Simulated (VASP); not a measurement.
**PtBr2: single point with r2SCAN+U**

The system is PtBr2.

```
Pt Br
1.0
     2.02759    1.17063    6.13018
    -2.02759    1.17063    6.13018
     0.00000   -2.34126    6.13018
Pt Br
1 2
Direct
  0.00000 0.00000 0.00000
  0.25200 0.25200 0.25200
  0.74800 0.74800 0.74800
```

| Property | Result |
| --- | --- |
| Program | VASP 6.6.1 |
| Task | single point |
| Functional | r2SCAN |
| Potentials or basis | VASP PAW PBE potentials, release 64 (Pt, Br) |
| Cutoff | 520 eV |
| k mesh | 6 × 6 × 6 |
| Occupations | gaussian, width 0.05 eV |
| Spin | collinear spin |
| Starting moments | [4.0, 0.0, 0.0] μB |
| Fixed moment | 4 μB |
| Hubbard terms | Pt d U = 6.0 eV |
| Dipole correction | no |
| Further INCAR settings | ALGO = Normal; EDIFF = 1e-07; NBANDS = 23 |

```yaml
Pressure: 7.0 GPa
Largest_force: 1.195 eV/Å
Net_moment: 4.00 μB per cell
Site_moments: Pt +2.21; Br +0.63 μB
Valence_electrons_inside_the_program's_atomic_spheres: Pt 8.97; Br 4.79
```

Forces in eV/Å, atoms in the order of the input:
```
Pt   0.000  0.000  0.000
Br   0.000  0.000 -1.195
Br   0.000  0.000  1.195
```

Stress tensor (GPa, compression positive):
```
7.85 0.00 0.00
0.00 7.85 0.00
0.00 0.00 5.38
```

Eigenvalues of the final occupation matrices:
| site | spin | trace | eigenvalues |
| --- | --- | --- | --- |
| site 1 d | 1 | 4.87 | 0.96 0.96 0.96 1.00 1.00 |
| site 1 d | 2 | 3.10 | 0.15 0.15 0.93 0.93 0.93 |

It took 29 min on 1 thread of Intel(R) Xeon(R) Platinum 8259CL CPU @ 2.50GHz (Skylake/Cascade Lake) (shared host), peak memory 0.55 GiB.

Caveat: the cell stands under pressure; the PAW data sets were made with another functional, which shifts forces and pressure a little; spin-orbit coupling is left out, which moves the levels of the heavy elements; the total moment is fixed, so each spin has its own Fermi level and the state may be an excited one.
